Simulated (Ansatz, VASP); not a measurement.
ReBi in VASP and in Ansatz

INCAR

```
SYSTEM = ReBi
PREC     = Accurate       ! precision mode
ENCUT    = 520            ! plane-wave cutoff, eV
EDIFF    = 1E-6           ! SCF threshold, eV
ISMEAR   = 0              ! smearing method
SIGMA    = 0.05           ! smearing width, eV
LREAL    = .FALSE.        ! projectors in reciprocal space
LASPH    = .TRUE.         ! aspherical terms in the spheres
NELM     = 100            ! most SCF steps
ALGO     = Fast           ! electronic algorithm
ISIF     = 2              ! what is computed and relaxed
LWAVE    = .FALSE.        ! write WAVECAR
LCHARG   = .TRUE.         ! write CHGCAR
GGA      = PS             ! functional
LELF     = .TRUE.         ! ELF
LVHAR    = .TRUE.       
NBANDS   = 18             ! bands
```

File KPOINTS:

```
Automatic mesh
0
G
  10 10 10
  0 0 0
```

File POSCAR:

```
ReBi
1.0
    0.0000000000      3.0471312303      3.0471312303
    3.0471312303      0.0000000000      3.0471312303
    3.0471312303      3.0471312303      0.0000000000
Re Bi
1 1
Direct
    0.0000000000      0.0000000000      0.0000000000
    0.2500000000      0.2500000000      0.2500000000
```

Input for Ansatz:

```yaml
crystal:
  lattice:
    - [0.0, 3.0471312303, 3.0471312303]
    - [3.0471312303, 0.0, 3.0471312303]
    - [3.0471312303, 3.0471312303, 0.0]
  atoms:
    - { symbol: Re, position: [0.0, 0.0, 0.0] }
    - { symbol: Bi, position: [0.25, 0.25, 0.25] }
basis:
  ecutwfc: 420
  ecutrho_ratio: 4
kpoints:
  mp_grid: { grid: [10, 10, 10] }
hamiltonian:
  xc: pbesol
scf:
  occupations: { method: gaussian, width: 0.05 }
output:
  forces: true
  stress: true
  eigenvalues: true
```

Alike in both runs: task single point; functional PBEsol; k mesh 10 × 10 × 10; occupations gaussian, width 0.05 eV; no spin polarisation.

|  | VASP | Ansatz |
| --- | --- | --- |
| version | VASP 6.6.1 | Ansatz 0.2.0 |
| potentials or method | VASP PAW PBE potentials, release 64 (Re, Bi_d), cutoff 520 eV | scalar-relativistic, plane waves, PAW |
| valence electrons in the cell | 22 | 30 |

VASP gave:

- gap on the k mesh at the Fermi level (eV): none
- pressure (GPa): 1.9

Problem. Estimate Ansatz's values.

Solution. gap on the k mesh at the Fermi level (eV): none; pressure (GPa): 1.8.

VASP's potentials were made for PBE, not for PBEsol. A gap of «none» marks a metal or a gap that the smearing closes. With one functional, cell and mesh, what is left measures potentials, basis and numerics. VASP's potentials hold 22 valence electrons a cell and Ansatz's 30, so a difference there can come from the potentials and not from the codes.

Neither program's run includes spin-orbit coupling.
